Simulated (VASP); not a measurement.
# SnO2 (P4_2/mnm) in VASP: a series of runs

The runs below take SnO2 through single point, relaxation of cell and atoms, with LDA.

Everything below comes from runs of VASP 6.6.1. Logs are shortened: lines on timing, memory, paths and dates and some standing lists are left out, and cuts for length are marked.

## Step 1: The cell of the first run

The structure is tetragonal, space group P4_2/mnm (No. 136). The conventional cell has a = 4.737 Å, b = 4.737 Å, c = 3.186 Å, α = 90.00°, β = 90.00°, γ = 90.00°. Sn (site symmetry mmm) has 6 O at 2.05 to 2.06 Å within 2.7 Å. Within 2.7 Å of O (site symmetry m2m) lie 3 Sn at 2.05 to 2.06 Å and 1 O at 2.60 Å.

## Step 2: Single point, LDA

Contents of INCAR:

```
SYSTEM = SnO2
PREC = Accurate ; ENCUT = 520
EDIFF = 1E-6 ; ISMEAR = 0
SIGMA = 0.1 ; LREAL = .FALSE.
LASPH = .TRUE. ; NELM = 100
ALGO = Normal ; ISIF = 2
LWAVE = .FALSE. ; LCHARG = .FALSE.
NBANDS = 35
```

Contents of KPOINTS:

```
regular mesh
0
G
  4 4 6
  0 0 0
```

Contents of POSCAR:

```
SnO2
1.0
    4.7373500000      0.0000000000      0.0000000000
    0.0000000000      4.7373500000      0.0000000000
    0.0000000000      0.0000000000      3.1864000000
Sn O
2 4
Direct
    0.0000000000      0.0000000000      0.0000000000
    0.5000000000      0.5000000000      0.5000000000
    0.3056200000      0.3056200000      0.0000000000
    0.1943800000      0.8056200000      0.5000000000
    0.6943800000      0.6943800000      0.0000000000
    0.8056200000      0.1943800000      0.5000000000
```

Potentials or basis: VASP PAW LDA potentials, release 64 (Sn_d, O).

Started as:

```sh
$ cat potpaw_LDA.64/Sn_d/POTCAR potpaw_LDA.64/O/POTCAR > POTCAR
$ mpirun -np 1 vasp_std > vasp.out
```

OUTCAR:

```text
SYSTEM = SnO2
   PREC = Accurate
   ENCUT = 520
   EDIFF = 1E-6
   ISMEAR = 0
   LREAL = .FALSE.
   LASPH = .TRUE.
   NELM = 100
   ISIF = 2

 ion  position               nearest neighbor table
   1  0.000  0.000  0.000-   3 2.05   5 2.05   4 2.06   6 2.06   4 2.06   6 2.06   2 3.71   2 3.71
                             2 3.71   2 3.71   2 3.71   2 3.71   2 3.71   2 3.71
   2  0.500  0.500  0.500-   4 2.05   6 2.05   5 2.06   3 2.06   3 2.06   5 2.06   1 3.71   1 3.71
                             1 3.71   1 3.71   1 3.71   1 3.71   1 3.71   1 3.71
   3  0.306  0.306  0.000-   1 2.05   2 2.06   2 2.06
   4  0.194  0.806  0.500-   2 2.05   1 2.06   1 2.06
   5  0.694  0.694  0.000-   1 2.05   2 2.06   2 2.06
   6  0.806  0.194  0.500-   2 2.05   1 2.06   1 2.06

  LATTYP: Found a simple tetragonal cell.
 ALAT       =     4.7373500000
 C/A-ratio  =     0.6726123255

  Lattice vectors:

 A1 = (   4.7373500000,   0.0000000000,   0.0000000000)
 A2 = (   0.0000000000,   4.7373500000,   0.0000000000)
 A3 = (   0.0000000000,   0.0000000000,   3.1864000000)

Analysis of symmetry for initial positions (statically):
=====================================================================
 Subroutine PRICEL returns:
 Original cell was already a primitive cell.

 Routine SETGRP: Setting up the symmetry group for a
 simple tetragonal supercell.

 Subroutine GETGRP returns: Found 16 space group operations
 (whereof  8 operations were pure point group operations)
 out of a pool of 16 trial point group operations.

The static configuration has the point symmetry D_2h.
 The point group associated with its full space group is D_4h.

Analysis of symmetry for dynamics (positions and initial velocities):
=====================================================================
 Subroutine PRICEL returns:
 Original cell was already a primitive cell.

 Routine SETGRP: Setting up the symmetry group for a
 simple tetragonal supercell.

 Subroutine GETGRP returns: Found 16 space group operations
 (whereof  8 operations were pure point group operations)
 out of a pool of 16 trial point group operations.

The dynamic configuration has the point symmetry D_2h.
 The point group associated with its full space group is D_4h.

 Subroutine INISYM returns: Found 16 space group operations
 (whereof  8 operations are pure point group operations),
 and found     1 'primitive' translations

----------------------------------------------------------------------------------------

                                     Primitive cell

  volume of cell :      71.5107

[... 101 lines left out ...]
   ISIF   =      2    stress and relaxation
   ISYM   =      2    0-nonsym 1-usesym 2-fastsym
   POTIM  = 0.5000    time-step for ionic-motion
   TEBEG  =    0.0;   TEEND  =   0.0 temperature during run
   PSTRESS=    0.0 pullay stress
   NELECT =      52.0000    total number of electrons
   NUPDOWN=      -1.0000    fix difference up-down
   EMIN   =  10.00;   EMAX   =-10.00  energy-range for DOS
   EFERMI =   0.00;   METHOD = LEGACY
   ISMEAR =     0;   SIGMA  =   0.10  broadening in eV -4-tet -1-fermi 0-gaus
   EFERMI_NEDOS =   21; number of points for ismear=-14 and -15
   IALGO  =     38    algorithm
   IMIX   =      4    mixing-type and parameters
     AMIX     =   0.40;   BMIX     =  1.00
     AMIX_MAG =   1.60;   BMIX_MAG =  1.00
  volume/ion in A,a.u.               =      11.92        80.43
  Fermi-wavevector in a.u.,A,eV,Ry     =   1.472150  2.781961 29.486913  2.167227
  Thomas-Fermi vector in A             =   2.587200
   LORBIT       =      0    0 simple, 1 ext, 2 COOP (PROOUT), +10 PAW based schemes
   GGA     = CA    functional components
   LHFCALC =     F    Hartree Fock is set to
   AEXX    =    0.0000 exact exchange contribution
   IVDW    =     0    specifies the selected vdW correction
   LEPSILON=     F    determine dielectric tensor
   LRPA    =     F    only Hartree local field effects (RPA)
 non-spin polarized calculation
 Gauss-broadening in eV      SIGMA  =   0.10
  energy-cutoff  :      520.00
  volume of cell :       71.51
 maximum number of plane-waves:      1992
 NGX is ok and might be reduce to    36
   NGX = 17   NGY = 17   NGZ = 11

 number of electron      51.9999989 magnetization

 Free energy of the ion-electron system (eV)
  ---------------------------------------------------
  ext. energy  EPLUGINS =         0.00000000
  ---------------------------------------------------
  free energy    TOTEN  =       -42.27933441 eV

  energy without entropy =      -42.27933441  energy(sigma->0) =      -42.27933441

 E-fermi :   6.3967     XC(G=0): -11.8032

 val. band max:        5.8753162848   @ k =   0.0000   0.0000   0.0000
 cond. band min:       7.0152439837   @ k =   0.0000   0.0000   0.0000
 fundamental gap:      1.1399276989
 Fermi energy:         6.3967139927

 k-point     1 :       0.0000    0.0000    0.0000
  band No.  band energies     occupation
      1     -15.1411      2.00000
      2     -14.3738      2.00000
      3     -14.1044      2.00000
      4     -14.0832      2.00000
      5     -14.0832      2.00000
      6     -14.0033      2.00000
[... 901 lines left out ...]
     34      16.7771      0.00000
     35      18.7381      0.00000

------------------------ aborting loop because EDIFF is reached ----------------------------------------

  FORCE on cell =-STRESS in cart. coord.  units (eV):
  Direction    XX          YY          ZZ          XY          YZ          ZX
  --------------------------------------------------------------------------------------
  -------------------------------------------------------------------------------------
  Total       -0.1343265     -0.1343265      0.3173137      0.0000000      0.0000000      0.0000000
  in kB       -3.0095468     -3.0095468      7.1093208      0.0000000      0.0000000      0.0000000
  external PRESSURE =       0.3634090 kB  Pullay stress =       0.0000000 kB

 VOLUME and BASIS-vectors are now :
 -----------------------------------------------------------------------------
  energy-cutoff  :      520.00
  volume of cell :       71.51
      direct lattice vectors                 reciprocal lattice vectors
     4.737350000  0.000000000  0.000000000     0.211088478  0.000000000  0.000000000
     0.000000000  4.737350000  0.000000000     0.000000000  0.211088478  0.000000000
     0.000000000  0.000000000  3.186400000     0.000000000  0.000000000  0.313833794

 POSITION                                       TOTAL-FORCE (eV/Angst)
 -----------------------------------------------------------------------------------
      0.00000      0.00000      0.00000         0.000000     -0.000000      0.000000
      2.36868      2.36868      1.59320         0.000000     -0.000000      0.000000
      1.44783      1.44783      0.00000         0.034259      0.034259      0.000000
      0.92085      3.81650      1.59320        -0.034259      0.034259      0.000000
      3.28952      3.28952      0.00000        -0.034259     -0.034259     -0.000000
      3.81650      0.92085      1.59320         0.034259     -0.034259     -0.000000
 -----------------------------------------------------------------------------------
    total drift:                                0.000000      0.000000      0.000000

  FREE ENERGIE OF THE ION-ELECTRON SYSTEM (eV)
  ---------------------------------------------------
  free  energy   TOTEN  =       -42.2793344124 eV

  energy  without entropy=      -42.2793344124  energy(sigma->0) =      -42.27933441
```

OSZICAR:

```text
N       E                     dE             d eps       ncg     rms          rms(c)
DAV:   1     0.629466549332E+03    0.62947E+03   -0.25539E+04  1870   0.233E+03
DAV:   2     0.527673504028E+02   -0.57670E+03   -0.54293E+03  1840   0.615E+02
DAV:   3    -0.431882584911E+02   -0.95956E+02   -0.94484E+02  1782   0.208E+02
DAV:   4    -0.482995064768E+02   -0.51112E+01   -0.50701E+01  2146   0.514E+01
DAV:   5    -0.484382967581E+02   -0.13879E+00   -0.13856E+00  2071   0.898E+00    0.158E+01
DAV:   6    -0.423500444139E+02    0.60883E+01   -0.16918E+01  2626   0.640E+01    0.640E+00
DAV:   7    -0.423734964130E+02   -0.23452E-01   -0.19382E+00  1952   0.781E+00    0.319E+00
DAV:   8    -0.422937007366E+02    0.79796E-01   -0.21088E-01  2606   0.414E+00    0.720E-01
DAV:   9    -0.422791922825E+02    0.14508E-01   -0.31709E-02  2807   0.296E+00    0.127E-01
DAV:  10    -0.422793208319E+02   -0.12855E-03   -0.33393E-03  2194   0.460E-01    0.480E-02
DAV:  11    -0.422793339949E+02   -0.13163E-04   -0.12944E-04  2693   0.123E-01    0.209E-02
DAV:  12    -0.422793369110E+02   -0.29161E-05   -0.13076E-05  2048   0.241E-02    0.133E-02
DAV:  13    -0.422793343494E+02    0.25616E-05   -0.85385E-06  2104   0.411E-02    0.166E-03
DAV:  14    -0.422793344124E+02   -0.63000E-07   -0.69249E-07  1121   0.745E-03
   1 F= -.42279334E+02 E0= -.42279334E+02  d E =-.917536E-15
```

stdout:

```text
POSCAR found type information on POSCAR SnO
 POSCAR found :  2 types and       6 ions
 scaLAPACK will be used
 LDA part: xc-table for (Slater(with rela. corr.)+CA(PZ))
 , standard interpolation
 POSCAR, INCAR and KPOINTS ok, starting setup
 FFT: planning ... GRIDC
 FFT: planning ... GRID_SOFT
 FFT: planning ... GRID
 WAVECAR not read
 entering main loop
```

Run time: 47 s. Hardware: 1 thread of Intel Xeon Platinum 8488C (Sapphire Rapids), shared host; peak memory 0.18 GiB.

Results:

- Free energy: -42.2793 eV
- Pressure: 0.0 GPa
- Largest force: 0.048 eV/Å
- Band gap on the k mesh: 1.14 eV

Forces in eV/Å, atoms in the order of the input:
```
Sn   0.000  0.000  0.000
Sn   0.000  0.000  0.000
O    0.034  0.034  0.000
O   -0.034  0.034  0.000
O   -0.034 -0.034  0.000
O    0.034 -0.034  0.000
```

Stress tensor (GPa, compression positive):
```
-0.30  0.00  0.00
 0.00 -0.30  0.00
 0.00  0.00  0.71
```

Caveat: spin-orbit coupling is left out, which moves the levels of the heavy elements. LDA gaps usually lie below the measured ones, often by a third to a half.

(Part 1 of 2 ends here.)
